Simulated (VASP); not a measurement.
# GaAs (base) (F-43m) in VASP: a series of runs

Runs on GaAs (base). Level: PBEsol. Tasks: single point, relaxation of cell and atoms.

Program: VASP 6.6.1. These are calculated values, not measurements. Logs are shortened: lines on timing, memory, paths and dates and some standing lists are left out, and cuts for length are marked.

## 1. The cell of the first run

The structure is cubic, space group F-43m (No. 216). The conventional cell has a = 5.659 Å, b = 5.659 Å, c = 5.659 Å, α = 90.00°, β = 90.00°, γ = 90.00°. Within 3.2 Å of Ga (site symmetry -43m) lie 4 As at 2.45 Å. As (site symmetry -43m) has 4 Ga at 2.45 Å within 3.2 Å.

## 2. Single point, PBEsol

Input file INCAR:

```
PREC = Accurate
ENCUT = 500
EDIFF = 1E-6
ISMEAR = 0
SIGMA = 0.01
LREAL = F
LASPH = T
NELM = 120
ALGO = Normal
ISIF = 2
LWAVE = F
LCHARG = T
GGA = PS
LELF = T
LVHAR = T
NBANDS = 16
GGA_COMPAT = F
```

Input file KPOINTS:

```
Automatic mesh
0
Gamma
  10 10 10
```

Input file POSCAR:

```
GaAs
1.0
    0.0000000000      2.8295489286      2.8295489286
    2.8295489286      0.0000000000      2.8295489286
    2.8295489286      2.8295489286      0.0000000000
Ga As
1 1
Direct
    0.0000000000      0.0000000000      0.0000000000
    0.7500000000      0.7500000000      0.7500000000
```

Potentials or basis: VASP PAW PBE potentials, release 64 (Ga_d, As).

On the command line:

```bash
$ cat potpaw_PBE.64/Ga_d/POTCAR potpaw_PBE.64/As/POTCAR > POTCAR
$ mpirun -np 1 vasp_std > vasp.out
```

OUTCAR:

```text
PREC = Accurate
   ENCUT = 500
   EDIFF = 1E-6
   ISMEAR = 0
   LREAL = F
   LASPH = T
   NELM = 120
   ISIF = 2
   GGA = PS

 ion  position               nearest neighbor table
   1  0.000  0.000  0.000-   2 2.45   2 2.45   2 2.45   2 2.45
   2  0.750  0.750  0.750-   1 2.45   1 2.45   1 2.45   1 2.45

  LATTYP: Found a face centered cubic cell.
 ALAT       =     5.6590978572

  Lattice vectors:

 A1 = (   0.0000000000,   2.8295489286,   2.8295489286)
 A2 = (   2.8295489286,   0.0000000000,   2.8295489286)
 A3 = (   2.8295489286,   2.8295489286,   0.0000000000)

Analysis of symmetry for initial positions (statically):
=====================================================================
 Subroutine PRICEL returns:
 Original cell was already a primitive cell.

 Routine SETGRP: Setting up the symmetry group for a
 face centered cubic supercell.

 Subroutine GETGRP returns: Found 24 space group operations
 (whereof 24 operations were pure point group operations)
 out of a pool of 48 trial point group operations.

The static configuration has the point symmetry T_d .

Analysis of symmetry for dynamics (positions and initial velocities):
=====================================================================
 Subroutine PRICEL returns:
 Original cell was already a primitive cell.

 Routine SETGRP: Setting up the symmetry group for a
 face centered cubic supercell.

 Subroutine GETGRP returns: Found 24 space group operations
 (whereof 24 operations were pure point group operations)
 out of a pool of 48 trial point group operations.

The dynamic configuration has the point symmetry T_d .

 Subroutine INISYM returns: Found 24 space group operations
 (whereof 24 operations are pure point group operations),
 and found     1 'primitive' translations

----------------------------------------------------------------------------------------

                                     Primitive cell

  volume of cell :      45.3087

  direct lattice vectors                    reciprocal lattice vectors
     0.000000000  2.829548929  2.829548929    -0.176706610  0.176706610  0.176706610
     2.829548929  0.000000000  2.829548929     0.176706610 -0.176706610  0.176706610
     2.829548929  2.829548929  0.000000000     0.176706610  0.176706610 -0.176706610

  length of vectors
     4.001586470  4.001586470  4.001586470     0.306064827  0.306064827  0.306064827

  position of ions in fractional coordinates (direct lattice)
     0.000000000  0.000000000  0.000000000
     0.750000000  0.750000000  0.750000000

  ion indices of the primitive-cell ions
   primitive index   ion index
                 1           1
                 2           2

----------------------------------------------------------------------------------------

 KPOINTS: Automatic mesh

Automatic generation of k-mesh.
 Grid dimensions read from file:
 generate k-points for:   10   10   10

 Generating k-lattice:

  Cartesian coordinates                     Fractional coordinates (reciprocal lattice)
    -0.017670661  0.017670661  0.017670661     0.100000000  0.000000000  0.000000000
     0.017670661 -0.017670661  0.017670661     0.000000000  0.100000000  0.000000000
     0.017670661  0.017670661 -0.017670661     0.000000000  0.000000000  0.100000000

  Length of vectors
     0.030606483  0.030606483  0.030606483

  Shift w.r.t. Gamma in fractional coordinates (k-lattice)
     0.000000000  0.000000000  0.000000000

 Subroutine IBZKPT returns following result:
 ===========================================

 Found     47 irreducible k-points:

 Following reciprocal coordinates:
            Coordinates               Weight
  0.000000  0.000000  0.000000      1.000000
  0.100000  0.000000  0.000000      8.000000
  0.200000  0.000000  0.000000      8.000000
  0.300000  0.000000  0.000000      8.000000
  0.400000  0.000000  0.000000      8.000000
  0.500000  0.000000  0.000000      4.000000
[... 16 lines left out ...]
  0.300000  0.300000  0.000000      6.000000
  0.400000  0.300000  0.000000     24.000000
 [... further k-points ...]
   k-points           NKPTS =     47   k-points in BZ     NKDIM =     47   number of bands    NBANDS=     16
   number of dos      NEDOS =    301   number of ions     NIONS =      2
   total plane-waves  NPLWV =  27000
   dimension x,y,z NGX =    30 NGY =   30 NGZ =   30
   dimension x,y,z NGXF=    60 NGYF=   60 NGZF=   60
   ions per type =               1   1
   NGX,Y,Z   is equivalent  to a cutoff of  12.46, 12.46, 12.46 a.u.
   NGXF,Y,Z  is equivalent  to a cutoff of  24.93, 24.93, 24.93 a.u.
 SYSTEM =  unknown system
   PREC   = accura    normal or accurate (medium, high low for compatibility)
   ISTART =      0    job   : 0-new  1-cont  2-samecut
   ICHARG =      2    charge: 1-file 2-atom 10-const
   ISPIN  =      1    spin polarized calculation?
   LNONCOLLINEAR =      F non collinear calculations
   LSORBIT =      F    spin-orbit coupling
   LASPH  =      T    aspherical Exc in radial PAW
   ENCUT  =  500.0 eV  36.75 Ry    6.06 a.u.   7.30  7.30  7.30*2*pi/ulx,y,z
   NELM   =    120;   NELMIN=  2; NELMDL= -5     # of ELM steps
   EDIFF  = 0.1E-05   stopping-criterion for ELM
   LREAL  =      F    real-space projection
   EDIFFG = 0.1E-04   stopping-criterion for IOM
   NSW    =      0    number of steps for IOM
   IBRION =     -1    ionic relax: 0-MD 1-quasi-New 2-CG
   NFREE  =      0    steps in history (QN), initial steepest desc. (CG)
   ISIF   =      2    stress and relaxation
   ISYM   =      2    0-nonsym 1-usesym 2-fastsym
   POTIM  = 0.5000    time-step for ionic-motion
   TEBEG  =    0.0;   TEEND  =   0.0 temperature during run
   PSTRESS=    0.0 pullay stress
   NELECT =      18.0000    total number of electrons
   NUPDOWN=      -1.0000    fix difference up-down
   EMIN   =  10.00;   EMAX   =-10.00  energy-range for DOS
   EFERMI =   0.00;   METHOD = LEGACY
   ISMEAR =     0;   SIGMA  =   0.01  broadening in eV -4-tet -1-fermi 0-gaus
   EFERMI_NEDOS =   21; number of points for ismear=-14 and -15
   IALGO  =     38    algorithm
   IMIX   =      4    mixing-type and parameters
     AMIX     =   0.40;   BMIX     =  1.00
     AMIX_MAG =   1.60;   BMIX_MAG =  1.00
  volume/ion in A,a.u.               =      22.65       152.88
  Fermi-wavevector in a.u.,A,eV,Ry     =   1.203479  2.274245 19.706152  1.448361
  Thomas-Fermi vector in A             =   2.339231
   LORBIT       =      0    0 simple, 1 ext, 2 COOP (PROOUT), +10 PAW based schemes
   GGA     = PS    functional components
   LHFCALC =     F    Hartree Fock is set to
   AEXX    =    0.0000 exact exchange contribution
   IVDW    =     0    specifies the selected vdW correction
   LEPSILON=     F    determine dielectric tensor
   LRPA    =     F    only Hartree local field effects (RPA)
 non-spin polarized calculation
 Gauss-broadening in eV      SIGMA  =   0.01
  energy-cutoff  :      500.00
  volume of cell :       45.31
 maximum number of plane-waves:      1179
 NGX is ok and might be reduce to    30
   NGX = 15   NGY = 15   NGZ = 15

 number of electron      17.9999993 magnetization

 Free energy of the ion-electron system (eV)
  ---------------------------------------------------
  ext. energy  EPLUGINS =         0.00000000
  ---------------------------------------------------
  free energy    TOTEN  =        -9.09144626 eV

  energy without entropy =       -9.09144626  energy(sigma->0) =       -9.09144626

 E-fermi :   3.8714     XC(G=0):  -9.7603

 val. band max:        3.7770704728   @ k =   0.0000   0.0000   0.0000
 cond. band min:       4.2117148498   @ k =   0.0000   0.0000   0.0000
 fundamental gap:      0.4346443770
 Fermi energy:         3.8714442704

 k-point     1 :       0.0000    0.0000    0.0000
  band No.  band energies     occupation
      1     -10.9918      2.00000
      2     -10.9918      2.00000
      3     -10.9918      2.00000
      4     -10.9124      2.00000
      5     -10.9124      2.00000
      6      -8.9547      2.00000
[... 8 lines left out ...]
     15      13.8795      0.00000
     16      13.8795      0.00000

 k-point     2 :       0.1000    0.0000    0.0000
  band No.  band energies     occupation
      1     -11.0009      2.00000
      2     -10.9895      2.00000
      3     -10.9895      2.00000
      4     -10.9126      2.00000
      5     -10.9126      2.00000
      6      -8.8369      2.00000
[... 8 lines left out ...]
     15      13.1761      0.00000
     16      13.1761      0.00000

 k-point     3 :       0.2000    0.0000    0.0000
  band No.  band energies     occupation
      1     -11.0229      2.00000
      2     -10.9838      2.00000
      3     -10.9838      2.00000
      4     -10.9125      2.00000
      5     -10.9125      2.00000
      6      -8.4987      2.00000
[... 8 lines left out ...]
     15      12.6739      0.00000
     16      12.6739      0.00000

 k-point     4 :       0.3000    0.0000    0.0000
  band No.  band energies     occupation
      1     -11.0475      2.00000
      2     -10.9777      2.00000
      3     -10.9777      2.00000
      4     -10.9115      2.00000
      5     -10.9115      2.00000
      6      -7.9921      2.00000
[... 8 lines left out ...]
     15      13.0495      0.00000
     16      13.0495      0.00000
[... 324 lines left out ...]
 k-point    22 :      -0.2000    0.2000    0.0000
  band No.  band energies     occupation
      1     -11.0542      2.00000
      2     -10.9742      2.00000
      3     -10.9725      2.00000
      4     -10.9155      2.00000
      5     -10.9105      2.00000
      6      -7.8179      2.00000
[... 8 lines left out ...]
     15      14.2621      0.00000
     16      15.0070      0.00000

 k-point    23 :       0.3000    0.3000    0.0000
  band No.  band energies     occupation
      1     -11.0720      2.00000
      2     -10.9601      2.00000
      3     -10.9601      2.00000
      4     -10.9284      2.00000
      5     -10.9040      2.00000
      6      -7.6569      2.00000
[... 8 lines left out ...]
     15      15.3156      0.00000
     16      16.0795      0.00000

 k-point    24 :       0.4000    0.3000    0.0000
  band No.  band energies     occupation
      1     -11.0843      2.00000
      2     -10.9557      2.00000
      3     -10.9542      2.00000
      4     -10.9303      2.00000
      5     -10.9029      2.00000
      6      -7.2166      2.00000
[... 8 lines left out ...]
     15      16.0143      0.00000
     16      16.4812      0.00000

 [... further k-points ...]
[... 5 lines left out ...]
  --------------------------------------------------------------------------------------
  -------------------------------------------------------------------------------------
  Total        0.0420073      0.0420073      0.0420073     -0.0000000      0.0000000      0.0000000
  in kB        1.4854347      1.4854347      1.4854347     -0.0000000      0.0000000      0.0000000
  external PRESSURE =       1.4854347 kB  Pullay stress =       0.0000000 kB

 VOLUME and BASIS-vectors are now :
 -----------------------------------------------------------------------------
  energy-cutoff  :      500.00
  volume of cell :       45.31
      direct lattice vectors                 reciprocal lattice vectors
     0.000000000  2.829548929  2.829548929    -0.176706610  0.176706610  0.176706610
     2.829548929  0.000000000  2.829548929     0.176706610 -0.176706610  0.176706610
     2.829548929  2.829548929  0.000000000     0.176706610  0.176706610 -0.176706610

 POSITION                                       TOTAL-FORCE (eV/Angst)
 -----------------------------------------------------------------------------------
      0.00000      0.00000      0.00000        -0.000000     -0.000000     -0.000000
      4.24432      4.24432      4.24432         0.000000      0.000000      0.000000
 -----------------------------------------------------------------------------------
    total drift:                                0.000000      0.000000     -0.000000

  FREE ENERGIE OF THE ION-ELECTRON SYSTEM (eV)
  ---------------------------------------------------
  free  energy   TOTEN  =        -9.0914462599 eV

  energy  without entropy=       -9.0914462599  energy(sigma->0) =       -9.09144626
```

It took 16 s on 1 thread of Intel Xeon 6975P-C (Granite Rapids), shared host; peak memory 0.18 GiB.

What came out:

```
Free energy            : -9.0914 eV
Pressure               : 0.1 GPa
Band gap on the k mesh : 0.43 eV, direct
```

Levels at points of the mesh, in eV from the valence-band top:
| k point | band 6 | band 7 | band 8 | band 9 | band 10 | band 11 | band 12 | band 13 |
| --- | --- | --- | --- | --- | --- | --- | --- | --- |
| (0.00, 0.00, 0.00) | -12.73 | 0.00 | 0.00 | 0.00 | 0.43 | 3.69 | 3.69 | 3.69 |
| (0.50, 0.00, 0.00) | -10.96 | -6.67 | -1.14 | -1.14 | 0.92 | 4.58 | 4.58 | 7.58 |
| (0.50, 0.50, 0.00) | -10.22 | -6.84 | -2.69 | -2.69 | 1.36 | 1.57 | 10.11 | 10.11 |

Caveat: the PAW data sets were made with another functional, which shifts forces and pressure a little.

(Part 1 of 2 ends here.)
